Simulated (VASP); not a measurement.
Set up this calculation in VASP 6.6.1, as the native input.

```
Task                   : single point
Functional             : r2SCAN
Potentials or basis    : VASP PAW PBE potentials, release 64 (Ti_sv, O)
Cutoff                 : 660 eV
k mesh                 : 6 × 6 × 4
Occupations            : gaussian, width 0.1 eV
Spin                   : no spin polarisation
Dipole correction      : no
Further INCAR settings : ALGO = Normal; EDIFF = 1e-06; NBANDS = 48
```

Ti6O:

```xyz
7
Lattice="5.0999 0.0000 0.0000 -2.5500 4.4167 0.0000 0.0000 0.0000 4.7254" Properties=species:S:1:pos:R:3 pbc="T T T"
Ti    1.6863    0.0000    1.2298
Ti   -0.8431    1.4603    1.2298
Ti    1.7068    2.9563    1.2298
Ti   -1.7068    2.9563    3.4955
Ti    3.4137    0.0000    3.4955
Ti    0.8431    1.4603    3.4955
O     0.0000    0.0000    0.0000
```

These files were run (other wordings do the same):

POSCAR

```
Ti6O
1.0
    5.0999492313      0.0000000000      0.0000000000
   -2.5499746156      4.4166855923      0.0000000000
    0.0000000000      0.0000000000      4.7253610405
Ti O
6 1
Direct
    0.3306434728      0.0000000000      0.2602621512
    0.0000000000      0.3306434728      0.2602621512
    0.6693565272      0.6693565272      0.2602621512
    0.0000000000      0.6693565272      0.7397378488
    0.6693565272      0.0000000000      0.7397378488
    0.3306434728      0.3306434728      0.7397378488
    0.0000000000      0.0000000000      0.0000000000
```

INCAR.step1

```
PREC = Accurate
ENCUT = 660
ISMEAR = 0
SIGMA = 0.1
LREAL = F
LASPH = T
NELM = 120
NBANDS = 48
GGA = PE
ALGO = Normal
EDIFF = 1E-5
LWAVE = T
LCHARG = F
GGA_COMPAT = F
```

INCAR.step2

```
PREC = Accurate
ENCUT = 660
EDIFF = 1E-6
ISMEAR = 0
SIGMA = 0.1
LREAL = F
LASPH = T
NELM = 120
ALGO = Normal
ISIF = 2
LWAVE = F
LCHARG = F
METAGGA = R2SCAN
LMIXTAU = T
NBANDS = 48
ISTART = 1
GGA_COMPAT = F
```

KPOINTS

```
Automatic mesh
0
Gamma
  6 6 4
```

Potentials or basis: VASP PAW PBE potentials, release 64 (Ti_sv, O).

Command:

```sh
$ cat potpaw_PBE.64/Ti_sv/POTCAR potpaw_PBE.64/O/POTCAR > POTCAR
$ cp INCAR.step1 INCAR
$ mpirun -np 1 vasp_std > vasp.out
$ cp INCAR.step2 INCAR
$ mpirun -np 1 vasp_std > vasp.out
```

It gave:

* Pressure: 0.8 GPa
* Largest force: 0.046 eV/Å
* Band gap on the k mesh: zero (bands 39 and 40 overlap by 0.73 eV)

Caveat: the PAW data sets were made with another functional, which shifts forces and pressure a little.

It took 21 min on 1 thread of Oxide Virtual Turin-like Processor, on a shared host, peak memory 0.36 GiB.
